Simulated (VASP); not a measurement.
**TiO2: electric field gradients with LDA**

The system is TiO2.

```xyz
6
Lattice="-1.8925 1.8925 4.8046 1.8925 -1.8925 4.8046 1.8925 1.8925 -4.8046" Properties=species:S:1:pos:R:3 pbc="T T T"
Ti    0.0000    0.0000    0.0000
Ti    0.0000    1.8925    2.4023
O     0.0000    0.0000    1.9852
O     0.0000    1.8925    4.3875
O     0.0000    1.8925    0.4170
O     0.0000    0.0000    7.6239
```

This cell differs from its parent crystal: zz strain of +1 %.

```json
{"Program": "VASP 6.6.1", "Task": "electric field gradients", "Functional": "LDA", "Potentials or basis": "VASP PAW LDA potentials, release 64 (Ti_sv, O)", "Cutoff": "520 eV", "k mesh": "13 × 13 × 13", "Occupations": "fermi-dirac, width 0.08 eV", "Spin": "no spin polarisation", "Dipole correction": "no", "Further INCAR settings": "ALGO = Normal; EDIFF = 1e-08; NBANDS = 33"}
```

The pressure is -7.0 GPa. The largest force is 0.046 eV/Å. The band gap on the k mesh is 2.04 eV, indirect (least direct gap 2.34 eV).

Forces on the atoms (eV/Å):
```
Ti   0.000  0.000  0.000
Ti   0.000  0.000  0.000
O    0.000  0.000 -0.046
O    0.000  0.000 -0.046
O    0.000  0.000  0.046
O    0.000  0.000  0.046
```

Stress tensor (GPa, compression positive):
```
-7.31  0.00  0.00
 0.00 -7.31  0.00
 0.00  0.00 -6.40
```

Levels at points of the mesh, in eV from the valence-band top:
| k point | band 20 | band 21 | band 22 | band 23 | band 24 | band 25 | band 26 | band 27 | band 28 | band 29 |
| --- | --- | --- | --- | --- | --- | --- | --- | --- | --- | --- |
| (0.00, 0.00, 0.00) | -0.77 | -0.77 | -0.77 | -0.44 | -0.44 | 2.04 | 2.77 | 3.98 | 3.98 | 4.00 |

Electric field gradients, principal values (V/Å²):
| atom | least | middle | greatest (by size) |
| --- | --- | --- | --- |
| 1 Ti | -4.303 | -4.304 | 8.607 |
| 2 Ti | -4.303 | -4.304 | 8.607 |
| 3 O | -6.296 | -7.373 | 13.669 |
| 4 O | -6.296 | -7.373 | 13.669 |
| 5 O | -6.296 | -7.373 | 13.669 |
| 6 O | -6.296 | -7.373 | 13.669 |

Wall time 8.6 min on 1 thread of Intel(R) Xeon(R) 6975P-C (Granite Rapids), with other jobs on the host, peak memory 0.46 GiB.

Caveat: the cell differs from its parent crystal (zz strain of +1 %); without QUAD_EFG the Cq values of the log hold for a quadrupole moment of 1 mb, not for the nuclei. A k mesh can miss the band edges.
